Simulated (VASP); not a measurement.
Crystal: Al.

```xyz
1
Lattice="0.0000 2.0248 2.0248 2.0248 0.0000 2.0248 2.0248 2.0248 0.0000" Properties=species:S:1:pos:R:3 pbc="T T T"
Al    0.0000    0.0000    0.0000
```

```yaml
Program: VASP 6.6.1
Task: relaxation of cell and atoms
Functional: PBEsol
Potentials_or_basis: VASP PAW PBE potentials, release 64 (Al)
Cutoff: 500 eV
k_mesh: 22 × 22 × 22
Occupations: fermi-dirac, width 0.05 eV
Spin: no spin polarisation
```

At the start: pressure -1.9 GPa; volume 16.60 Å³/atom.

Q: How do energy, volume and symmetry change on relaxing?

A: Over 3 steps the energy falls by 2.5 meV/atom and the volume is 16.20 Å³/atom (-2.4 %); space group Fm-3m (No. 225, to 0.05 Å).

Step by step:
```
step  energy change (eV)  largest force (eV/Å)  pressure (GPa)  volume (Å³)
   1              0.0000                0.0000           -1.92        16.60
   2             -0.0024                0.0000            0.35        16.13
   3             -0.0025                0.0000            0.00        16.20
```

Final structure:
```cif
data_structure
_symmetry_space_group_name_H-M 'P 1'
_symmetry_Int_Tables_number 1
_cell_length_a 2.8400
_cell_length_b 2.8400
_cell_length_c 2.8400
_cell_angle_alpha 60.000
_cell_angle_beta 60.000
_cell_angle_gamma 60.000
_cell_volume 16.20
loop_
_atom_site_label
_atom_site_type_symbol
_atom_site_fract_x
_atom_site_fract_y
_atom_site_fract_z
_atom_site_occupancy
Al1 Al 0.00000 0.00000 0.00000 1
```

Caveat: the PAW data sets were made with another functional, which shifts forces and pressure a little.
